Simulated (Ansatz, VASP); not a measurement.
## One calculation of Ni, two programs

File INCAR:

```
SYSTEM = Ni
PREC     = Accurate       ! precision mode
ENCUT    = 600            ! plane-wave cutoff, eV
EDIFF    = 1E-7           ! SCF threshold, eV
ISMEAR   = -1             ! smearing method
SIGMA    = 0.02           ! smearing width, eV
LREAL    = .FALSE.        ! projectors in reciprocal space
LASPH    = .TRUE.         ! aspherical terms in the spheres
NELM     = 150            ! most SCF steps
ALGO     = Normal         ! electronic algorithm
ISIF     = 3              ! what is computed and relaxed
LWAVE    = .FALSE.        ! write WAVECAR
LCHARG   = .FALSE.        ! write CHGCAR
LMAXMIX  = 4              ! l up to which the mixer works
LDAU     = .TRUE.         ! DFT+U
LDAUTYPE = 2            
LDAUL    = 2              ! shell
LDAUU    = 7              ! U, eV
LDAUJ    = 0            
LDAUPRINT= 1            
GGA      = PE             ! functional
IVDW     = 13             ! dispersion correction
IBRION   = 2              ! ionic algorithm
NSW      = 80             ! ionic steps
EDIFFG   = -0.01          ! ionic threshold
```

File KPOINTS:

```
Automatic mesh
0
G
  13 13 13
  0 0 0
```

Contents of POSCAR:

```
Ni
1.0
   -1.3837154700      1.3837154700      1.3837154700
    1.3837154700     -1.3837154700      1.3837154700
    1.3837154700      1.3837154700     -1.3837154700
Ni
1
Direct
    0.0000000000      0.0000000000      0.0000000000
```

input.yaml

```yaml
crystal:
  lattice:
    - [-1.38371547, 1.38371547, 1.38371547]
    - [1.38371547, -1.38371547, 1.38371547]
    - [1.38371547, 1.38371547, -1.38371547]
  atoms:
    - { symbol: Ni, position: [0.0, 0.0, 0.0] }
kpoints:
  mp_grid: { grid: [13, 13, 13] }
scf:
  occupations: { method: fermi_dirac, width: 0.02 }
hamiltonian:
  xc: pbe
  dispersion: d4
  pseudopotentials: { kind: all_electron, lapw: { basis_error: 0.001 } }
  hubbard:
    sites: [{ species: Ni, l: d, u_eff: 7 }]
    double_counting: fll
    projectors: ortho-atomic
output:
  forces: true
  stress: true
relax:
  f_tol: 0.01
  max_steps: 60
  cell: {}
```

Alike in both runs: task relaxation of cell and atoms; functional PBE; dispersion D4; k mesh 13 × 13 × 13; occupations fermi-dirac, width 0.02 eV; no spin polarisation; Hubbard terms Ni d U = 7.0 eV.

```csv
,VASP,Ansatz
version,VASP 6.6.1,Ansatz 0.2.0
potentials or method,"VASP PAW PBE potentials, release 64 (Ni), cutoff 600 eV","all-electron LAPW, scalar-relativistic"
```

VASP gave:

```
relaxed volume (Å³/atom)                                     : 9.35
relaxed cell length with the largest relative difference (Å) : 2.298
```

Problem. What did Ansatz give for the same quantities?

Solution. Relaxed volume (Å³/atom): 10.54; relaxed cell length with the largest relative difference (Å): 2.392.

The programs project onto different local orbitals, so the same U acts differently, and such runs can settle in different states. Ansatz ran all-electron here, and VASP with PAW potentials.

Noted on Ansatz's run: U is the effective U less J, on atomic orbitals that reach past the spheres.
